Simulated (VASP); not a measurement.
# ZrSi2 (Cmcm) in VASP: further runs

ZrSi2 is run at these levels: PBE; tasks: single point.

Everything below comes from runs of VASP 6.6.1. Logs are shortened: lines on timing, memory, paths and dates and some standing lists are left out, and cuts for length are marked.

## Step 1: The cell of the first run

It takes space group Cmcm (No. 63, orthorhombic). Conventional cell: a = 3.696 Å, b = 14.735 Å, c = 3.672 Å, α = 90.00°, β = 90.00°, γ = 90.00°. Zr (site symmetry m2m) has 10 Si at 2.71 to 2.98 Å and 6 Zr at 3.60 to 3.70 Å within 3.7 Å. Si (site symmetry m2m) has 2 Si at 2.42 Å and 6 Zr at 2.71 to 2.98 Å within 3.2 Å. Within 3.5 Å of Si (site symmetry m2m) lie 8 Si at 2.61 to 3.44 Å and 4 Zr at 2.82 Å.

## Step 2: Single point, PBE

Contents of INCAR:

```
  PREC = Accurate
  ENCUT = 520
  EDIFF = 1E-6
  ISMEAR = 0
  SIGMA = 0.1
  LREAL = F
  LASPH = T
  NELM = 100
  ALGO = Normal
  ISIF = 2
  LWAVE = F
  LCHARG = F
  GGA = PE
  NBANDS = 29
```

Contents of KPOINTS:

```
regular mesh
0
Gamma
  10 10 10
```

Contents of POSCAR:

```
ZrSi2
1.0
    1.8480196200     -7.3677026455      0.0000000000
    1.8480196200      7.3677026455      0.0000000000
    0.0000000000      0.0000000000      3.6720791170
Zr Si
2 4
Direct
    0.8948026814      0.1051973186      0.7500000000
    0.1051973186      0.8948026814      0.2500000000
    0.5532960803      0.4467039197      0.7500000000
    0.4467039197      0.5532960803      0.2500000000
    0.2502847207      0.7497152793      0.7500000000
    0.7497152793      0.2502847207      0.2500000000
```

Potentials or basis: VASP PAW PBE potentials, release 64 (Zr_sv, Si).

On the command line:

```sh
> cat potpaw_PBE.64/Zr_sv/POTCAR potpaw_PBE.64/Si/POTCAR > POTCAR
> mpirun -np 1 vasp_std > vasp.out
```

OUTCAR:

```text
PREC = Accurate
   ENCUT = 520
   EDIFF = 1E-6
   ISMEAR = 0
   LREAL = F
   LASPH = T
   NELM = 100
   ISIF = 2
   GGA = PE

 ion  position               nearest neighbor table
   1  0.895  0.105  0.750-   4 2.71   4 2.71   4 2.71   4 2.71   6 2.82   6 2.82   5 2.82   5 2.82
                             3 2.98   3 2.98   2 3.60   2 3.60
   2  0.105  0.895  0.250-   3 2.71   3 2.71   3 2.71   3 2.71   5 2.82   5 2.82   6 2.82   6 2.82
                             4 2.98   4 2.98   1 3.60   1 3.60
   3  0.553  0.447  0.750-   4 2.42   4 2.42   2 2.71   2 2.71   2 2.71   2 2.71   1 2.98   1 2.98

   4  0.447  0.553  0.250-   3 2.42   3 2.42   1 2.71   1 2.71   1 2.71   1 2.71   2 2.98   2 2.98

   5  0.250  0.750  0.750-   6 2.61   6 2.61   6 2.61   6 2.61   2 2.82   2 2.82   1 2.82   1 2.82

   6  0.750  0.250  0.250-   5 2.61   5 2.61   5 2.61   5 2.61   1 2.82   1 2.82   2 2.82   2 2.82

  LATTYP: Found a base centered orthorhombic cell.
 ALAT       =     3.6960392400
 B/A-ratio  =     3.9868097534
 C/A-ratio  =     0.9935173516

  Lattice vectors:

 A1 = (   1.8480196200,  -7.3677026455,   0.0000000000)
 A2 = (   1.8480196200,   7.3677026455,   0.0000000000)
 A3 = (   0.0000000000,   0.0000000000,   3.6720791170)

Analysis of symmetry for initial positions (statically):
=====================================================================
 Subroutine PRICEL returns:
 Original cell was already a primitive cell.

 Routine SETGRP: Setting up the symmetry group for a
 base centered orthorhombic supercell.

 Subroutine GETGRP returns: Found  8 space group operations
 (whereof  4 operations were pure point group operations)
 out of a pool of  8 trial point group operations.

The static configuration has the point symmetry C_2h.
 The point group associated with its full space group is D_2h.

Analysis of symmetry for dynamics (positions and initial velocities):
=====================================================================
 Subroutine PRICEL returns:
 Original cell was already a primitive cell.

 Routine SETGRP: Setting up the symmetry group for a
 base centered orthorhombic supercell.

 Subroutine GETGRP returns: Found  8 space group operations
 (whereof  4 operations were pure point group operations)
 out of a pool of  8 trial point group operations.

The dynamic configuration has the point symmetry C_2h.
 The point group associated with its full space group is D_2h.

 Subroutine INISYM returns: Found  8 space group operations
 (whereof  4 operations are pure point group operations),
 and found     1 'primitive' translations

----------------------------------------------------------------------------------------

                                     Primitive cell

  volume of cell :      99.9956

  direct lattice vectors                    reciprocal lattice vectors
     1.848019620 -7.367702645  0.000000000     0.270559898 -0.067863759  0.000000000
     1.848019620  7.367702645  0.000000000     0.270559898  0.067863759  0.000000000
     0.000000000  0.000000000  3.672079117     0.000000000  0.000000000  0.272325287

  length of vectors
     7.595934359  7.595934359  3.672079117     0.278941120  0.278941120  0.272325287

  position of ions in fractional coordinates (direct lattice)
     0.894802681  0.105197319  0.750000000
     0.105197319  0.894802681  0.250000000
     0.553296080  0.446703920  0.750000000
     0.446703920  0.553296080  0.250000000
     0.250284721  0.749715279  0.750000000
     0.749715279  0.250284721  0.250000000

  ion indices of the primitive-cell ions
   primitive index   ion index
                 1           1
                 2           2
                 3           3
                 4           4
                 5           5
                 6           6

----------------------------------------------------------------------------------------

 KPOINTS: regular mesh

Automatic generation of k-mesh.
 Grid dimensions read from file:
 generate k-points for:   10   10   10

 Generating k-lattice:

  Cartesian coordinates                     Fractional coordinates (reciprocal lattice)
     0.027055990 -0.006786376  0.000000000     0.100000000  0.000000000  0.000000000
     0.027055990  0.006786376  0.000000000     0.000000000  0.100000000  0.000000000
     0.000000000  0.000000000  0.027232529     0.000000000  0.000000000  0.100000000

  Length of vectors
     0.027894112  0.027894112  0.027232529

  Shift w.r.t. Gamma in fractional coordinates (k-lattice)
     0.000000000  0.000000000  0.000000000

 Subroutine IBZKPT returns following result:
 ===========================================

 Found    186 irreducible k-points:

 Following reciprocal coordinates:
            Coordinates               Weight
  0.000000  0.000000  0.000000      1.000000
  0.100000  0.000000  0.000000      4.000000
  0.200000  0.000000  0.000000      4.000000
  0.300000  0.000000  0.000000      4.000000
  0.400000  0.000000  0.000000      4.000000
  0.500000  0.000000  0.000000      2.000000
[... 16 lines left out ...]
  0.300000  0.300000  0.000000      2.000000
  0.400000  0.300000  0.000000      4.000000
 [... further k-points ...]
   k-points           NKPTS =    186   k-points in BZ     NKDIM =    186   number of bands    NBANDS=     29
   number of dos      NEDOS =    301   number of ions     NIONS =      6
   total plane-waves  NPLWV =  87808
   dimension x,y,z NGX =    56 NGY =   56 NGZ =   28
   dimension x,y,z NGXF=   112 NGYF=  112 NGZF=   56
   ions per type =               2   4
   NGX,Y,Z   is equivalent  to a cutoff of  12.26, 12.26, 12.68 a.u.
   NGXF,Y,Z  is equivalent  to a cutoff of  24.51, 24.51, 25.35 a.u.
 SYSTEM =  unknown system
   PREC   = accura    normal or accurate (medium, high low for compatibility)
   ISTART =      0    job   : 0-new  1-cont  2-samecut
   ICHARG =      2    charge: 1-file 2-atom 10-const
   ISPIN  =      1    spin polarized calculation?
   LNONCOLLINEAR =      F non collinear calculations
   LSORBIT =      F    spin-orbit coupling
   LASPH  =      T    aspherical Exc in radial PAW
   ENCUT  =  520.0 eV  38.22 Ry    6.18 a.u.  14.12 14.12  6.83*2*pi/ulx,y,z
   NELM   =    100;   NELMIN=  2; NELMDL= -5     # of ELM steps
   EDIFF  = 0.1E-05   stopping-criterion for ELM
   LREAL  =      F    real-space projection
   EDIFFG = 0.1E-04   stopping-criterion for IOM
   NSW    =      0    number of steps for IOM
   IBRION =     -1    ionic relax: 0-MD 1-quasi-New 2-CG
   NFREE  =      0    steps in history (QN), initial steepest desc. (CG)
   ISIF   =      2    stress and relaxation
   ISYM   =      2    0-nonsym 1-usesym 2-fastsym
   POTIM  = 0.5000    time-step for ionic-motion
   TEBEG  =    0.0;   TEEND  =   0.0 temperature during run
   PSTRESS=    0.0 pullay stress
   NELECT =      40.0000    total number of electrons
   NUPDOWN=      -1.0000    fix difference up-down
   EMIN   =  10.00;   EMAX   =-10.00  energy-range for DOS
   EFERMI =   0.00;   METHOD = LEGACY
   ISMEAR =     0;   SIGMA  =   0.10  broadening in eV -4-tet -1-fermi 0-gaus
   EFERMI_NEDOS =   21; number of points for ismear=-14 and -15
   IALGO  =     38    algorithm
   IMIX   =      4    mixing-type and parameters
     AMIX     =   0.40;   BMIX     =  1.00
     AMIX_MAG =   1.60;   BMIX_MAG =  1.00
  volume/ion in A,a.u.               =      16.67       112.47
  Fermi-wavevector in a.u.,A,eV,Ry     =   1.206242  2.279468 19.796759  1.455021
  Thomas-Fermi vector in A             =   2.341915
   LORBIT       =      0    0 simple, 1 ext, 2 COOP (PROOUT), +10 PAW based schemes
   GGA     = PE    functional components
   LHFCALC =     F    Hartree Fock is set to
   AEXX    =    0.0000 exact exchange contribution
   IVDW    =     0    specifies the selected vdW correction
   LEPSILON=     F    determine dielectric tensor
   LRPA    =     F    only Hartree local field effects (RPA)
 non-spin polarized calculation
 Gauss-broadening in eV      SIGMA  =   0.10
  energy-cutoff  :      520.00
  volume of cell :      100.00
 maximum number of plane-waves:      2714
   NGX = 29   NGY = 29   NGZ = 13

 number of electron      39.9999999 magnetization

 Free energy of the ion-electron system (eV)
  ---------------------------------------------------
  ext. energy  EPLUGINS =         0.00000000
  ---------------------------------------------------
  free energy    TOTEN  =       -42.71718906 eV

  energy without entropy =      -42.71045226  energy(sigma->0) =      -42.71382066

 E-fermi :  10.0859     XC(G=0): -11.2869

 val. band max:       10.0800164013   @ k =  -0.3000   0.3000   0.0000
 cond. band min:      10.0864040897   @ k =   0.5000   0.4000   0.3000
 fundamental gap:      0.0063876884
 Fermi energy:        10.0859387813

 k-point     1 :       0.0000    0.0000    0.0000
  band No.  band energies     occupation
      1     -38.6810      2.00000
      2     -38.6683      2.00000
      3     -16.9199      2.00000
      4     -16.7754      2.00000
      5     -16.7527      2.00000
      6     -16.7522      2.00000
[... 21 lines left out ...]
     28      12.9589      0.00000
     29      14.0687      0.00000

 k-point     2 :       0.1000    0.0000    0.0000
  band No.  band energies     occupation
      1     -38.6801      2.00000
      2     -38.6674      2.00000
      3     -16.9162      2.00000
      4     -16.7940      2.00000
      5     -16.7695      2.00000
      6     -16.7510      2.00000
[... 21 lines left out ...]
     28      13.3901      0.00000
     29      13.7514      0.00000

 k-point     3 :       0.2000    0.0000    0.0000
  band No.  band energies     occupation
      1     -38.6776      2.00000
      2     -38.6652      2.00000
      3     -16.9068      2.00000
      4     -16.8421      2.00000
      5     -16.8128      2.00000
      6     -16.7481      2.00000
[... 21 lines left out ...]
     28      13.4540      0.00000
     29      13.9883      0.00000

 k-point     4 :       0.3000    0.0000    0.0000
  band No.  band energies     occupation
      1     -38.6746      2.00000
      2     -38.6624      2.00000
      3     -16.9049      2.00000
      4     -16.8912      2.00000
      5     -16.8657      2.00000
      6     -16.7446      2.00000
[... 21 lines left out ...]
     28      13.5252      0.00000
     29      14.5773      0.00000

 k-point     5 :       0.4000    0.0000    0.0000
  band No.  band energies     occupation
      1     -38.6722      2.00000
      2     -38.6601      2.00000
      3     -16.9493      2.00000
      4     -16.9088      2.00000
      5     -16.8833      2.00000
      6     -16.7417      2.00000
[... 21 lines left out ...]
     28      13.4771      0.00000
     29      14.0576      0.00000
[... 510 lines left out ...]
     28      13.3452      0.00000
     29      13.9062      0.00000

 k-point    22 :      -0.2000    0.2000    0.0000
  band No.  band energies     occupation
      1     -38.6809      2.00000
      2     -38.6684      2.00000
      3     -16.9145      2.00000
      4     -16.7759      2.00000
      5     -16.7579      2.00000
      6     -16.7523      2.00000
[... 21 lines left out ...]
     28      12.9465      0.00000
     29      14.2171      0.00000

 k-point    23 :       0.3000    0.3000    0.0000
  band No.  band energies     occupation
      1     -38.6721      2.00000
      2     -38.6602      2.00000
      3     -16.9502      2.00000
      4     -16.9083      2.00000
      5     -16.8795      2.00000
      6     -16.7453      2.00000
[... 21 lines left out ...]
     28      13.5892      0.00000
     29      13.9086      0.00000

 k-point    24 :       0.4000    0.3000    0.0000
  band No.  band energies     occupation
      1     -38.6745      2.00000
      2     -38.6625      2.00000
      3     -16.9075      2.00000
      4     -16.8811      2.00000
      5     -16.8654      2.00000
      6     -16.7525      2.00000
[... 21 lines left out ...]
     28      13.8863      0.00000
     29      14.1287      0.00000

 [... further k-points ...]

------------------------ aborting loop because EDIFF is reached ----------------------------------------

  FORCE on cell =-STRESS in cart. coord.  units (eV):
  Direction    XX          YY          ZZ          XY          YZ          ZX
  --------------------------------------------------------------------------------------
  -------------------------------------------------------------------------------------
  Total        0.6552971      0.6128357      0.6395262      0.0000000      0.0000000      0.0000000
  in kB       10.4994886      9.8191516     10.2467992      0.0000000      0.0000000      0.0000000
  external PRESSURE =      10.1884798 kB  Pullay stress =       0.0000000 kB

 VOLUME and BASIS-vectors are now :
 -----------------------------------------------------------------------------
  energy-cutoff  :      520.00
  volume of cell :      100.00
      direct lattice vectors                 reciprocal lattice vectors
     1.848019620 -7.367702645  0.000000000     0.270559898 -0.067863759  0.000000000
     1.848019620  7.367702645  0.000000000     0.270559898  0.067863759  0.000000000
     0.000000000  0.000000000  3.672079117     0.000000000  0.000000000  0.272325287

 POSITION                                       TOTAL-FORCE (eV/Angst)
 -----------------------------------------------------------------------------------
      1.84802     -5.81758      2.75406         0.000000      0.004774     -0.000000
      1.84802      5.81758      0.91802         0.000000     -0.004774     -0.000000
      1.84802     -0.78534      2.75406         0.000000      0.016800     -0.000000
      1.84802      0.78534      0.91802         0.000000     -0.016800     -0.000000
      1.84802      3.67966      2.75406         0.000000     -0.000234      0.000000
      1.84802     -3.67966      0.91802         0.000000      0.000234      0.000000
 -----------------------------------------------------------------------------------
    total drift:                                0.000000     -0.000000      0.000000

  FREE ENERGIE OF THE ION-ELECTRON SYSTEM (eV)
  ---------------------------------------------------
  free  energy   TOTEN  =       -42.7171890558 eV

  energy  without entropy=      -42.7104522589  energy(sigma->0) =      -42.71382066
```

It took 8.9 min on 1 thread of Intel Xeon Platinum 8375C at 2.90GHz (Ice Lake), shared host; peak memory 0.59 GiB.

What came out:

| Quantity | Value |
| --- | --- |
| Free energy | -42.7172 eV |
| Pressure | 1.0 GPa |
| Largest force | 0.017 eV/Å |
| Band gap on the k mesh | zero (bands 20 and 21 overlap by 0.96 eV) |

Forces on the atoms (eV/Å):
```
Zr   0.000  0.005  0.000
Zr   0.000 -0.005  0.000
Si   0.000  0.017  0.000
Si   0.000 -0.017  0.000
Si   0.000  0.000  0.000
Si   0.000  0.000  0.000
```

Levels at points of the mesh, in eV from the Fermi level:
```
           k point  band 18  band 19  band 20  band 21  band 22  band 23
(0.00, 0.00, 0.00)    -2.39    -2.32    -0.06     1.11     1.39     1.42
(0.50, 0.00, 0.00)    -1.51    -0.87    -0.46    -0.44     0.92     0.92
(0.50, 0.50, 0.00)    -1.89    -1.48     0.33     1.02     1.14     1.48
(0.00, 0.00, 0.50)    -1.91    -0.07    -0.07     0.11     0.11     1.57
(0.50, 0.00, 0.50)    -3.25    -2.15    -2.15     2.15     2.15     3.11
(0.50, 0.50, 0.50)    -2.21    -0.90    -0.90     0.06     0.06     2.28
```

(Continued in part 2 of 2.)
